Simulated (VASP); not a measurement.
Input of a VASP 6.6.1 run:

The input INCAR:

```
SYSTEM = Zn4SeO3
ALGO     = Normal         ! electronic algorithm
EDIFF    = 1E-6           ! SCF threshold, eV
EDIFFG   = -0.08          ! ionic threshold
ENCUT    = 600            ! plane-wave cutoff, eV
GGA      = PE             ! functional
IBRION   = 2              ! ionic algorithm
ISIF     = 3              ! what is computed and relaxed
ISMEAR   = 0              ! smearing method
LASPH    = .TRUE.         ! aspherical terms in the spheres
LCHARG   = .FALSE.        ! write CHGCAR
LREAL    = Auto         
LWAVE    = .FALSE.        ! write WAVECAR
NELM     = 100            ! most SCF steps
NSW      = 36             ! ionic steps
PREC     = Accurate       ! precision mode
SIGMA    = 0.15           ! smearing width, eV
```

File KPOINTS:

```
k-points
0
G
  2 2 2
  0 0 0
```

POSCAR

```
Zn4SeO3
1.0
    6.7500000000      0.0000000000      0.0000000000
   -3.3750000000      5.8456714800      0.0000000000
    0.0000000000      0.0000000000      5.5200000000
Zn Se O
8 2 6
Direct
    0.3333333300      0.6666666700      0.4200000000
    0.3334000000      0.1667000000      0.3750000000
    0.8333000000      0.6666000000      0.3750000000
    0.8333000000      0.1667000000      0.3750000000
    0.6666666700      0.3333333300      0.9200000000
    0.1667000000      0.3334000000      0.8750000000
    0.6666000000      0.8333000000      0.8750000000
    0.1667000000      0.8333000000      0.8750000000
    0.6666666700      0.3333333300      0.5000000000
    0.3333333300      0.6666666700      0.0000000000
    0.1667000000      0.3334000000      0.5000000000
    0.1667000000      0.8333000000      0.5000000000
    0.6666000000      0.8333000000      0.5000000000
    0.3334000000      0.1667000000      0.0000000000
    0.8333000000      0.6666000000      0.0000000000
    0.8333000000      0.1667000000      0.0000000000
```

Potentials or basis: VASP PAW PBE potentials, release 64 (Zn, Se, O).

Run with:

```sh
$ cat potpaw_PBE.64/Zn/POTCAR potpaw_PBE.64/Se/POTCAR potpaw_PBE.64/O/POTCAR > POTCAR
$ mpirun -np 1 vasp_std > vasp.out
```

(1) Predict the relaxed volume.

(2) Estimate the relaxed cell.

(3) What does it give for the band gap on the k mesh?

(4) Predict the space group after relaxing (to 0.1 Å).

## Answers

(1) 14.67 Å³/atom.

(2) a = 6.949 Å, b = 6.949 Å, c = 5.615 Å, α = 90.00°, β = 90.00°, γ = 120.00°.

(3) 0.56 eV.

(4) P6_3mc (No. 186).

Caveat: the k points lie up to 0.56 Å⁻¹ apart in the final cell; semilocal functionals underestimate gaps, and a narrow one can read as zero.
